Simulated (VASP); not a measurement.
A run of VASP 6.6.1 is set up as follows.

Contents of INCAR:

```
SYSTEM = Cu
ALGO = Fast
EDIFF = 1E-7
ENCUT = 520
GGA = PS
ISIF = 2
ISMEAR = 0
LASPH = .TRUE.
LCHARG = .TRUE.
LELF = .TRUE.
LREAL = .FALSE.
LVHAR = .TRUE.
LWAVE = .FALSE.
NBANDS = 12
NELM = 100
PREC = Accurate
SIGMA = 0.15
```

File KPOINTS:

```
k-points
0
G
  28 28 28
  0 0 0
```

File POSCAR:

```
Cu
1.0
    0.0000000000      1.7816860088      1.8262281590
    1.7816860088      0.0000000000      1.8262281590
    1.7816860088      1.7816860088      0.0000000000
Cu
1
Direct
    0.0000000000      0.0000000000      0.0000000000
```

Potentials or basis: VASP PAW PBE potentials, release 64 (Cu).

The run is started by

```bash
$ cat potpaw_PBE.64/Cu/POTCAR > POTCAR
$ mpirun -np 1 vasp_std > vasp.out
```

Estimate the pressure.

-3.1 GPa.

Stress tensor (GPa, compression positive):
```
-2.50  0.00  0.00
 0.00 -2.50  0.00
 0.00  0.00 -4.19
```

Caveat: the cell differs from its parent crystal (strain +0.000 along x and y, +0.025 along z); the PAW data sets were made with another functional, which shifts forces and pressure a little.
